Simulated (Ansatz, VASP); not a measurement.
**Mn in VASP and in Ansatz**

The input INCAR:

```
ALGO     = Normal         # electronic algorithm
EDIFF    = 1E-6           # SCF threshold, eV
ENCUT    = 520            # plane-wave cutoff, eV
GGA      = RP             # functional
ISIF     = 2              # what is computed and relaxed
ISMEAR   = -1             # smearing method
LASPH    = True           # aspherical terms in the spheres
LCHARG   = False          # write CHGCAR
LREAL    = False          # projectors in reciprocal space
LWAVE    = False          # write WAVECAR
NBANDS   = 26             # bands
NELM     = 60             # most SCF steps
PREC     = Accurate       # precision mode
SIGMA    = 0.1            # smearing width, eV
```

Contents of KPOINTS:

```
k-points
0
Gamma
  10 10 14
```

Contents of POSCAR:

```
Mn
1.0
    3.8807551971      0.0000000000      0.0000000000
   -1.9403775985      3.3608325866      0.0000000000
    0.0000000000      0.0000000000      2.4325492413
Mn
3
Direct
    1.0000000000      1.0000000000      0.0000000000
    0.3333333333      0.6666666667      0.5000000000
    0.6666666667      0.3333333333      0.5000000000
```

Input for Ansatz:

```yaml
crystal:
  lattice:
    - [3.8807551971, 0.0, 0.0]
    - [-1.9403775985, 3.3608325866, 0.0]
    - [0.0, 0.0, 2.4325492413]
  atoms:
    - { symbol: Mn, position: [1.0, 1.0, 0.0] }
    - { symbol: Mn, position: [0.3333333333, 0.6666666667, 0.5] }
    - { symbol: Mn, position: [0.6666666667, 0.3333333333, 0.5] }
hamiltonian:
  xc: rpbe
  pseudopotentials:
    kind: paw
    azcp:
      Mn: "pseudopotentials/Mn.paw.azcp"
basis:
  ecutwfc: 420
  fft_grid_basis: typed
kpoints:
  mp_grid: { grid: [10, 10, 14], shift: [0, 0, 0] }
magnetization:
  spin_polarized: false
scf:
  occupations: { method: fermi_dirac, width: 0.1 }
  lower_state_search: "off"
output:
  stress: true
```

Alike in both runs: task single point; functional RPBE; k mesh 10 × 10 × 14; occupations fermi-dirac, width 0.1 eV; no spin polarisation.

|  | VASP | Ansatz |
| --- | --- | --- |
| version | VASP 6.6.1 | Ansatz 0.2.0 |
| potentials or method | VASP PAW PBE potentials, release 64 (Mn_pv), cutoff 520 eV | plane waves (420 eV) with PAW, scalar-relativistic |
| valence electrons in the cell | 39 | 45 |

|  | VASP | Ansatz | Ansatz less VASP |
| --- | --- | --- | --- |
| pressure (GPa) | 11.6 | 11.4 | -0.19 |
| traceless stress, the component that is largest in VASP (GPa) | -0.61 | -0.49 | +0.130 |

VASP's potentials were made for PBE, not for RPBE. VASP's potentials hold 39 valence electrons a cell and Ansatz's 45, so a difference there can come from the potentials and not from the codes.
